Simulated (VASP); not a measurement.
# NiSb: single point with RPBE

Crystal: NiSb.

```
Ni Sb
1.0
     3.94507    0.00000    0.00000
    -1.97254    3.41653    0.00000
     0.00000    0.00000    5.12680
Ni Sb
2 2
Direct
  0.00000 0.00000 0.00000
  0.00000 0.00000 0.50000
  0.33333 0.66667 0.25000
  0.66667 0.33333 0.75000
```

```yaml
Program: VASP 6.6.1
Task: single point
Functional: RPBE
Potentials_or_basis: VASP PAW PBE potentials, release 64 (Ni, Sb)
Cutoff: 520 eV
k_mesh: 8 × 8 × 6
Occupations: gaussian, width 0.05 eV
Spin: collinear spin, ferromagnetic start
Starting_moments: "[0.05, 0.05, 0.0, 0.0] μB"
Dipole_correction: no
Further_INCAR_settings: ALGO = Normal; EDIFF = 1e-06; NBANDS = 27
```

```yaml
Pressure: 5.3 GPa
Band_gap_on_the_k_mesh: zero (filled and empty bands overlap)
Net_moment: 0.00 μB per cell
Valence_electrons_inside_the_program's_atomic_spheres: Ni 9.38; Sb 2.42
```

Stress tensor (GPa, compression positive):
```
5.31 0.00 0.00
0.00 5.31 0.00
0.00 0.00 5.40
```

Levels at points of the mesh, in eV from the Fermi level:
Spin up:
| k point | band 12 | band 13 | band 14 | band 15 | band 16 | band 17 | band 18 | band 19 |
| --- | --- | --- | --- | --- | --- | --- | --- | --- |
| (0.00, 0.00, 0.00) | -1.35 | -0.06 | 0.52 | 0.52 | 2.39 | 2.39 | 3.06 | 3.97 |
| (0.50, 0.00, 0.00) | -1.87 | -1.61 | -1.41 | -1.34 | -0.40 | 1.10 | 3.37 | 3.91 |
| (0.00, 0.00, 0.50) | -2.11 | 0.22 | 0.22 | 2.00 | 2.00 | 2.00 | 2.00 | 5.12 |
| (0.50, 0.00, 0.50) | -1.94 | -1.83 | -1.83 | 0.14 | 0.14 | 1.62 | 1.62 | 5.15 |
Spin down:
```
           k point  band 12  band 13  band 14  band 15  band 16  band 17  band 18  band 19
(0.00, 0.00, 0.00)    -1.35    -0.06     0.52     0.52     2.39     2.39     3.06     3.97
(0.50, 0.00, 0.00)    -1.87    -1.61    -1.41    -1.34    -0.40     1.10     3.37     3.91
(0.00, 0.00, 0.50)    -2.11     0.22     0.22     2.00     2.00     2.00     2.00     5.12
(0.50, 0.00, 0.50)    -1.94    -1.83    -1.83     0.14     0.14     1.62     1.62     5.15
```

Wall time 3.7 min on 1 thread of AMD EPYC 9755 128-Core Processor, with other jobs on the host, peak memory 0.24 GiB.

Caveat: the PAW data sets were made with another functional, which shifts forces and pressure a little; spin-orbit coupling is left out, which moves the levels of the heavy elements.
